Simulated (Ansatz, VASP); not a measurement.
**TiC: VASP beside Ansatz**

```
CELL_PARAMETERS angstrom
-0.02164 2.15318 2.15318
2.15318 -0.02164 2.15318
2.15318 2.15318 -0.02164
ATOMIC_POSITIONS crystal
Ti 0.00000 0.00000 0.00000
C 0.50000 0.50000 0.50000
```

Change from the starting cell: equal xy, yz and zx shear strains of -1 %, crystal datasets.

Alike in both runs: task electric field gradients; functional PBEsol; k mesh 16 × 16 × 16; occupations fermi-dirac, width 0.03 eV; no spin polarisation.

|  | VASP | Ansatz |
| --- | --- | --- |
| version | VASP 6.6.1 | Ansatz 0.2.0 |
| potentials or method | VASP PAW PBE potentials, release 64 (Ti_sv, C), cutoff 520 eV | all-electron PAW with datasets made for the crystal, scalar-relativistic |

VASP gave:

- pressure (GPa): -5.9
- traceless stress, the component that is largest in VASP (GPa): 1.53
- size of Vzz on the site where it differs most (V/Å²): 1.2

Question: Which values does Ansatz return?

Answer: Pressure (GPa): -6.2; traceless stress, the component that is largest in VASP (GPa): 1.54; size of Vzz on the site where it differs most (V/Å²): 1.1.

VASP's potentials were made for PBE, not for PBEsol. Ansatz ran all-electron here, and VASP with PAW potentials.
